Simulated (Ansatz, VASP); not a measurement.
# KBr in VASP and in Ansatz

```
K Br
1.0
     5.70352    0.00000    0.00000
    -2.85176    4.86544    0.00000
     0.00000    0.00000    6.55360
K Br
2 2
Direct
  0.33222 0.66443 0.25000
  0.66778 0.33557 0.75000
  0.66798 0.33596 0.25000
  0.33202 0.66404 0.75000
```

Change from the starting cell: uniaxial_x strain +1.5%.

Alike in both runs: task single point; functional PBE; k mesh 6 × 6 × 4; occupations fermi-dirac, width 0.02 eV; no spin polarisation.

|  | VASP | Ansatz |
| --- | --- | --- |
| version | VASP 6.6.1 | Ansatz 0.2.0 |
| potentials or method | VASP PAW PBE potentials, release 64 (K_sv, Br) | plane waves, PAW |
| plane-wave cutoff (eV) | 520 | 420 |
| valence electrons in the cell | 32 | 32 |

|  | VASP | Ansatz | Ansatz less VASP |
| --- | --- | --- | --- |
| gap on the k mesh at the Fermi level (eV) | 4.16 | 4.17 | +0.001 |
| pressure (GPa) | 0.2 | 0.2 | -0.02 |
| traceless stress, the component that is largest in VASP (GPa) | 0.20 | 0.19 | -0.007 |

Ansatz's warnings: xc potential rough in thin density.
